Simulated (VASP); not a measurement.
**Mn: single point with BLYP**

The system is Mn.

```
Mn
1.0
    -1.35112    1.35112    1.35112
     1.35112   -1.35112    1.35112
     1.35112    1.35112   -1.35112
Mn
1
Direct
  0.00000 0.00000 0.00000
```

This cell differs from its parent crystal: volume scaled by 0.88.

* Program: VASP 6.6.1
* Task: single point
* Functional: BLYP
* Potentials or basis: VASP PAW PBE potentials, release 64 (Mn_pv)
* Cutoff: 520 eV
* k mesh: 18 × 18 × 18
* Occupations: fermi-dirac, width 0.1 eV
* Spin: no spin polarisation

| Property | Result |
| --- | --- |
| Pressure | 42.4 GPa |

Levels at points of the mesh, in eV from the Fermi level:
| k point | band 3 | band 4 | band 5 | band 6 | band 7 | band 8 | band 9 | band 10 |
| --- | --- | --- | --- | --- | --- | --- | --- | --- |
| (0.00, 0.00, 0.00) | -47.81 | -8.83 | -1.84 | -1.84 | -1.84 | 0.39 | 0.39 | 24.68 |
| (0.50, 0.00, 0.00) | -47.81 | -5.42 | -3.46 | 0.38 | 0.73 | 1.07 | 2.15 | 10.38 |
| (0.50, 0.50, 0.50) | -48.51 | -5.35 | -5.35 | 1.74 | 1.74 | 1.74 | 11.53 | 11.53 |

It took 20 s on 1 thread of Intel(R) Xeon(R) Platinum 8375C CPU @ 2.90GHz (Ice Lake) (shared host), peak memory 0.13 GiB.

Caveat: the PAW data sets were made with another functional, which shifts forces and pressure a little; the run has no spin polarisation, though such a crystal can be magnetic. Spin polarisation is off, so any magnetic state and its effect on volume and gap are missing.
